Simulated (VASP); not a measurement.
# Ge (I4_1/amd) in VASP: a series of runs

Ge is run at these levels: LDA; tasks: single point, relaxation of cell and atoms.

Program: VASP 6.6.1. These are calculated values, not measurements. Logs are shortened: lines on timing, memory, paths and dates and some standing lists are left out, and cuts for length are marked.

## Step 1: The cell of the first run

Symmetry: I4_1/amd, No. 141, tetragonal system. The conventional cell has a = 5.086 Å, b = 5.086 Å, c = 2.770 Å, α = 90.00°, β = 90.00°, γ = 90.00°. Ge (site symmetry -4m2) has 10 Ge at 2.64 to 3.28 Å within 3.5 Å.

## Step 2: Single point, LDA

Contents of INCAR:

```
  PREC = Accurate
  ENCUT = 520
  EDIFF = 1E-7
  ISMEAR = 0
  SIGMA = 0.1
  LREAL = False
  LASPH = True
  NELM = 60
  ALGO = Normal
  ISIF = 2
  LWAVE = False
  LCHARG = False
  NBANDS = 21
```

Contents of KPOINTS:

```
regular mesh
0
Gamma
  16 16 16
```

Contents of POSCAR:

```
Ge
1.0
   -2.5429154584      2.5429154584      1.3851322946
    2.5429154584     -2.5429154584      1.3851322946
    2.5429154584      2.5429154584     -1.3851322946
Ge
2
Direct
    0.2500000000      0.7500000000      0.5000000000
    0.5000000000      0.5000000000      0.0000000000
```

Potentials or basis: VASP PAW LDA potentials, release 64 (Ge_d).

Command:

```bash
$ cat potpaw_LDA.64/Ge_d/POTCAR > POTCAR
$ mpirun -np 1 vasp_std > vasp.out
```

OUTCAR:

```text
PREC = Accurate
   ENCUT = 520
   EDIFF = 1E-7
   ISMEAR = 0
   LREAL = False
   LASPH = True
   NELM = 60
   ISIF = 2

 ion  position               nearest neighbor table
   1  0.250  0.750  0.500-   2 2.64   2 2.64   2 2.64   2 2.64
   2  0.500  0.500  0.000-   1 2.64   1 2.64   1 2.64   1 2.64

  LATTYP: Found a body centered tetragonal cell.
 ALAT       =     5.0858309168
 C/A-ratio  =     0.5447024556

  Lattice vectors:

 A1 = (  -2.5429154584,   2.5429154584,   1.3851322946)
 A2 = (   2.5429154584,  -2.5429154584,   1.3851322946)
 A3 = (   2.5429154584,   2.5429154584,  -1.3851322946)

Analysis of symmetry for initial positions (statically):
=====================================================================
 Subroutine PRICEL returns:
 Original cell was already a primitive cell.

 Routine SETGRP: Setting up the symmetry group for a
 body centered tetragonal supercell.

 Subroutine GETGRP returns: Found 16 space group operations
 (whereof  8 operations were pure point group operations)
 out of a pool of 16 trial point group operations.

The static configuration has the point symmetry D_2d.
 The point group associated with its full space group is D_4h.

Analysis of symmetry for dynamics (positions and initial velocities):
=====================================================================
 Subroutine PRICEL returns:
 Original cell was already a primitive cell.

 Routine SETGRP: Setting up the symmetry group for a
 body centered tetragonal supercell.

 Subroutine GETGRP returns: Found 16 space group operations
 (whereof  8 operations were pure point group operations)
 out of a pool of 16 trial point group operations.

The dynamic configuration has the point symmetry D_2d.
 The point group associated with its full space group is D_4h.

 Subroutine INISYM returns: Found 16 space group operations
 (whereof  8 operations are pure point group operations),
 and found     1 'primitive' translations

----------------------------------------------------------------------------------------

                                     Primitive cell

  volume of cell :      35.8274

  direct lattice vectors                    reciprocal lattice vectors
    -2.542915458  2.542915458  1.385132295     0.000000000  0.196624704  0.360976350
     2.542915458 -2.542915458  1.385132295     0.196624704  0.000000000  0.360976350
     2.542915458  2.542915458 -1.385132295     0.196624704  0.196624704  0.000000000

  length of vectors
     3.853755250  3.853755250  3.853755250     0.411053767  0.411053767  0.278069323

  position of ions in fractional coordinates (direct lattice)
     0.250000000  0.750000000  0.500000000
     0.500000000  0.500000000  0.000000000

  ion indices of the primitive-cell ions
   primitive index   ion index
                 1           1
                 2           2

----------------------------------------------------------------------------------------

 KPOINTS: regular mesh

Automatic generation of k-mesh.
 Grid dimensions read from file:
 generate k-points for:   16   16   16

 Generating k-lattice:

  Cartesian coordinates                     Fractional coordinates (reciprocal lattice)
     0.000000000  0.012289044  0.022561022     0.062500000  0.000000000 -0.000000000
     0.012289044  0.000000000  0.022561022     0.000000000  0.062500000 -0.000000000
     0.012289044  0.012289044  0.000000000     0.000000000  0.000000000  0.062500000

  Length of vectors
     0.025690860  0.025690860  0.017379333

  Shift w.r.t. Gamma in fractional coordinates (k-lattice)
     0.000000000  0.000000000  0.000000000

 Subroutine IBZKPT returns following result:
 ===========================================

 Found    349 irreducible k-points:

 Following reciprocal coordinates:
            Coordinates               Weight
  0.000000  0.000000  0.000000      1.000000
  0.062500  0.000000  0.000000      8.000000
  0.125000  0.000000  0.000000      8.000000
  0.187500  0.000000  0.000000      8.000000
  0.250000  0.000000  0.000000      8.000000
  0.312500  0.000000  0.000000      8.000000
[... 16 lines left out ...]
 -0.125000  0.062500  0.000000     16.000000
 -0.062500  0.062500  0.000000      4.000000
 [... further k-points ...]
   k-points           NKPTS =    349   k-points in BZ     NKDIM =    349   number of bands    NBANDS=     21
   number of dos      NEDOS =    301   number of ions     NIONS =      2
   total plane-waves  NPLWV =  27000
   dimension x,y,z NGX =    30 NGY =   30 NGZ =   30
   dimension x,y,z NGXF=    60 NGYF=   60 NGZF=   60
   ions per type =               2
   NGX,Y,Z   is equivalent  to a cutoff of  12.94, 12.94, 12.94 a.u.
   NGXF,Y,Z  is equivalent  to a cutoff of  25.88, 25.88, 25.88 a.u.
 SYSTEM =  unknown system
   PREC   = accura    normal or accurate (medium, high low for compatibility)
   ISTART =      0    job   : 0-new  1-cont  2-samecut
   ICHARG =      2    charge: 1-file 2-atom 10-const
   ISPIN  =      1    spin polarized calculation?
   LNONCOLLINEAR =      F non collinear calculations
   LSORBIT =      F    spin-orbit coupling
   LASPH  =      T    aspherical Exc in radial PAW
   ENCUT  =  520.0 eV  38.22 Ry    6.18 a.u.   7.17  7.17  7.17*2*pi/ulx,y,z
   NELM   =     60;   NELMIN=  2; NELMDL= -5     # of ELM steps
   EDIFF  = 0.1E-06   stopping-criterion for ELM
   LREAL  =      F    real-space projection
   EDIFFG = 0.1E-05   stopping-criterion for IOM
   NSW    =      0    number of steps for IOM
   IBRION =     -1    ionic relax: 0-MD 1-quasi-New 2-CG
   NFREE  =      0    steps in history (QN), initial steepest desc. (CG)
   ISIF   =      2    stress and relaxation
   ISYM   =      2    0-nonsym 1-usesym 2-fastsym
   POTIM  = 0.5000    time-step for ionic-motion
   TEBEG  =    0.0;   TEEND  =   0.0 temperature during run
   PSTRESS=    0.0 pullay stress
   NELECT =      28.0000    total number of electrons
   NUPDOWN=      -1.0000    fix difference up-down
   EMIN   =  10.00;   EMAX   =-10.00  energy-range for DOS
   EFERMI =   0.00;   METHOD = LEGACY
   ISMEAR =     0;   SIGMA  =   0.10  broadening in eV -4-tet -1-fermi 0-gaus
   EFERMI_NEDOS =   21; number of points for ismear=-14 and -15
   IALGO  =     38    algorithm
   IMIX   =      4    mixing-type and parameters
     AMIX     =   0.40;   BMIX     =  1.00
     AMIX_MAG =   1.60;   BMIX_MAG =  1.00
  volume/ion in A,a.u.               =      17.91       120.89
  Fermi-wavevector in a.u.,A,eV,Ry     =   1.507958  2.849627 30.938781  2.273936
  Thomas-Fermi vector in A             =   2.618475
   LORBIT       =      0    0 simple, 1 ext, 2 COOP (PROOUT), +10 PAW based schemes
   GGA     = CA    functional components
   LHFCALC =     F    Hartree Fock is set to
   AEXX    =    0.0000 exact exchange contribution
   IVDW    =     0    specifies the selected vdW correction
   LEPSILON=     F    determine dielectric tensor
   LRPA    =     F    only Hartree local field effects (RPA)
 non-spin polarized calculation
 Gauss-broadening in eV      SIGMA  =   0.10
  energy-cutoff  :      520.00
  volume of cell :       35.83
 maximum number of plane-waves:       978
 NGX is ok and might be reduce to    30
   NGX = 15   NGY = 15   NGZ = 15

 number of electron      27.9999999 magnetization

 Free energy of the ion-electron system (eV)
  ---------------------------------------------------
  ext. energy  EPLUGINS =         0.00000000
  ---------------------------------------------------
  free energy    TOTEN  =       -10.03259356 eV

  energy without entropy =      -10.02945638  energy(sigma->0) =      -10.03102497

 E-fermi :   6.9121     XC(G=0): -11.7777

 val. band max:        6.9088653372   @ k =   0.3750   0.3750   0.1250
 cond. band min:       6.9126530631   @ k =  -0.2500  -0.4375   0.0625
 fundamental gap:      0.0037877258
 Fermi energy:         6.9120515064

 k-point     1 :       0.0000    0.0000    0.0000
  band No.  band energies     occupation
      1     -17.9713      2.00000
      2     -17.9186      2.00000
      3     -17.8890      2.00000
      4     -17.8840      2.00000
      5     -17.7696      2.00000
      6     -17.7696      2.00000
[... 13 lines left out ...]
     20      18.7426      0.00000
     21      19.7189      0.00000

 k-point     2 :       0.0625    0.0000    0.0000
  band No.  band energies     occupation
      1     -17.9697      2.00000
      2     -17.9129      2.00000
      3     -17.8867      2.00000
      4     -17.8770      2.00000
      5     -17.7746      2.00000
      6     -17.7741      2.00000
[... 13 lines left out ...]
     20      18.7896      0.00000
     21      19.8718      0.00000

 k-point     3 :       0.1250    0.0000    0.0000
  band No.  band energies     occupation
      1     -17.9645      2.00000
      2     -17.8972      2.00000
      3     -17.8803      2.00000
      4     -17.8586      2.00000
      5     -17.7856      2.00000
      6     -17.7812      2.00000
[... 13 lines left out ...]
     20      17.9656      0.00000
     21      18.4401      0.00000

 k-point     4 :       0.1875    0.0000    0.0000
  band No.  band energies     occupation
      1     -17.9562      2.00000
      2     -17.8762      2.00000
      3     -17.8707      2.00000
      4     -17.8373      2.00000
      5     -17.7995      2.00000
      6     -17.7829      2.00000
[... 13 lines left out ...]
     20      16.8076      0.00000
     21      17.7696      0.00000

 k-point     5 :       0.2500    0.0000    0.0000
  band No.  band energies     occupation
      1     -17.9462      2.00000
      2     -17.8603      2.00000
      3     -17.8582      2.00000
      4     -17.8278      2.00000
      5     -17.8131      2.00000
      6     -17.7803      2.00000
[... 13 lines left out ...]
     20      15.8912      0.00000
     21      17.9135      0.00000
[... 382 lines left out ...]
     20      17.1999      0.00000
     21      17.6973      0.00000

 k-point    22 :      -0.1875    0.0625   -0.0000
  band No.  band energies     occupation
      1     -17.9583      2.00000
      2     -17.8990      2.00000
      3     -17.8746      2.00000
      4     -17.8639      2.00000
      5     -17.7849      2.00000
      6     -17.7763      2.00000
[... 13 lines left out ...]
     20      18.1398      0.00000
     21      18.5454      0.00000

 k-point    23 :      -0.1250    0.0625    0.0000
  band No.  band energies     occupation
      1     -17.9652      2.00000
      2     -17.9139      2.00000
      3     -17.8827      2.00000
      4     -17.8799      2.00000
      5     -17.7753      2.00000
      6     -17.7714      2.00000
[... 13 lines left out ...]
     20      19.0597      0.00000
     21      19.7411      0.00000

 k-point    24 :      -0.0625    0.0625    0.0000
  band No.  band energies     occupation
      1     -17.9690      2.00000
      2     -17.9191      2.00000
      3     -17.8869      2.00000
      4     -17.8854      2.00000
      5     -17.7706      2.00000
      6     -17.7684      2.00000
[... 13 lines left out ...]
     20      19.0645      0.00000
     21      19.6865      0.00000

 [... further k-points ...]

------------------------ aborting loop because EDIFF is reached ----------------------------------------

  FORCE on cell =-STRESS in cart. coord.  units (eV):
  Direction    XX          YY          ZZ          XY          YZ          ZX
  --------------------------------------------------------------------------------------
  -------------------------------------------------------------------------------------
  Total        0.0111038      0.0111038      0.0176137      0.0000000     -0.0000000      0.0000000
  in kB        0.4965536      0.4965536      0.7876721      0.0000000     -0.0000000      0.0000000
  external PRESSURE =       0.5935931 kB  Pullay stress =       0.0000000 kB

 VOLUME and BASIS-vectors are now :
 -----------------------------------------------------------------------------
  energy-cutoff  :      520.00
  volume of cell :       35.83
      direct lattice vectors                 reciprocal lattice vectors
    -2.542915458  2.542915458  1.385132295     0.000000000  0.196624704  0.360976350
     2.542915458 -2.542915458  1.385132295     0.196624704  0.000000000  0.360976350
     2.542915458  2.542915458 -1.385132295     0.196624704  0.196624704  0.000000000

 POSITION                                       TOTAL-FORCE (eV/Angst)
 -----------------------------------------------------------------------------------
      2.54292     -0.00000      0.69257        -0.000000      0.000000     -0.000000
      0.00000      0.00000      1.38513         0.000000     -0.000000      0.000000
 -----------------------------------------------------------------------------------
    total drift:                                0.000000     -0.000000      0.000000

  FREE ENERGIE OF THE ION-ELECTRON SYSTEM (eV)
  ---------------------------------------------------
  free  energy   TOTEN  =       -10.0325935596 eV

  energy  without entropy=      -10.0294563804  energy(sigma->0) =      -10.03102497
```

It took 5.6 min on 1 thread of Intel Xeon 8259CL, shared host; peak memory 0.31 GiB.

Results:

- Free energy: -10.0326 eV
- Pressure: 0.1 GPa
- Band gap on the k mesh: zero (bands 14 and 15 overlap by 5.48 eV)

## Step 3: Relaxation of cell and atoms, LDA

This run uses another cell than the first one, of 18.52 Å³/atom.

Contents of INCAR:

```
SYSTEM = Ge
PREC = Accurate
ENCUT = 600
EDIFF = 1E-6
ISMEAR = 0
SIGMA = 0.1
LREAL = .False.
LASPH = .True.
NELM = 100
ALGO = Normal
ISIF = 3
LWAVE = .False.
LCHARG = .False.
GGA = CA
IBRION = 2
NSW = 100
EDIFFG = -0.005
```

Contents of KPOINTS:

```
regular mesh
0
Gamma
  16 16 16
  0 0 0
```

Contents of POSCAR:

```
Ge
1.0
   -2.5744897190      2.5744897190      1.3974126432
    2.5744897190     -2.5744897190      1.3974126432
    2.5744897190      2.5744897190     -1.3974126432
Ge
2
Direct
    0.2500000000      0.7500000000      0.5000000000
    0.5000000000      0.5000000000      0.0000000000
```

Potentials or basis: VASP PAW LDA potentials, release 64 (Ge_d).

Command:

```bash
$ cat potpaw_LDA.64/Ge_d/POTCAR > POTCAR
$ mpirun -np 1 vasp_std > vasp.out
```

Run time: 22 min. Hardware: 1 thread of Intel Xeon 8259CL, shared host; peak memory 0.35 GiB.

The run converged. Its results:

| Item | Value |
| --- | --- |
| Free energy | -10.0329 eV |
| Relaxed volume | 17.95 Å³/atom |
| Relaxed cell | a = 3.856 Å, b = 3.856 Å, c = 3.856 Å, α = 97.43°, β = 97.43°, γ = 137.86° |
| Space group after relaxing (to 0.1 Å) | I4_1/amd (No. 141) |
| Energy gained by relaxing | 4.7 meV/atom |
| Ionic steps | 12 |
| Pressure after relaxing | 0.0 GPa |
| Band gap on the k mesh | zero (bands 14 and 15 overlap by 5.47 eV) |

Step by step:
| step | energy change (eV) | largest force (eV/Å) | pressure (GPa) | volume (Å³) |
| --- | --- | --- | --- | --- |
| 1 | 0.0000 | 0.0000 | -2.59 | 37.05 |
| 2 | -0.0080 | 0.0000 | 0.79 | 35.46 |
| 3 | -0.0094 | 0.0000 | -0.03 | 35.89 |
| 4 | -0.0094 | 0.0000 | 0.09 | 35.86 |
| 5 | -0.0094 | 0.0000 | -0.30 | 35.92 |
| 6 | -0.0094 | 0.0000 | 0.17 | 35.88 |
| 7 | -0.0094 | 0.0000 | -0.02 | 35.90 |
| 8 | -0.0094 | 0.0000 | -0.03 | 35.90 |
| 9 | -0.0094 | 0.0000 | 0.03 | 35.90 |
| 10 | -0.0094 | 0.0000 | -0.03 | 35.91 |
| 11 | -0.0094 | 0.0000 | 0.03 | 35.90 |
| 12 | -0.0094 | 0.0000 | 0.02 | 35.90 |

Final structure:
```yaml
crystal:
  lattice:
    - [-2.54427, 2.54427, 1.38637]
    - [2.54427, -2.54427, 1.38637]
    - [2.54427, 2.54427, -1.38637]
  atoms:
    - { symbol: Ge, position: [0.25000, 0.75000, 0.50000] }
    - { symbol: Ge, position: [0.50000, 0.50000, 0.00000] }
```

Levels at points of the mesh, in eV from the Fermi level:
| k point | band 10 | band 11 | band 12 | band 13 | band 14 | band 15 | band 16 | band 17 | band 18 |
| --- | --- | --- | --- | --- | --- | --- | --- | --- | --- |
| (0.00, 0.00, 0.00) | -24.53 | -13.59 | -4.01 | -2.42 | -2.42 | 3.30 | 7.75 | 7.75 | 8.23 |
| (0.50, 0.00, 0.00) | -24.58 | -8.20 | -6.55 | -2.65 | -2.08 | -1.44 | 2.47 | 3.62 | 5.65 |
| (0.50, 0.50, 0.00) | -24.63 | -10.78 | -10.78 | 0.61 | 0.61 | 2.00 | 2.00 | 7.57 | 7.57 |
| (0.50, 0.50, 0.50) | -24.67 | -9.01 | -9.01 | -6.09 | -6.09 | 6.17 | 6.17 | 11.29 | 11.29 |
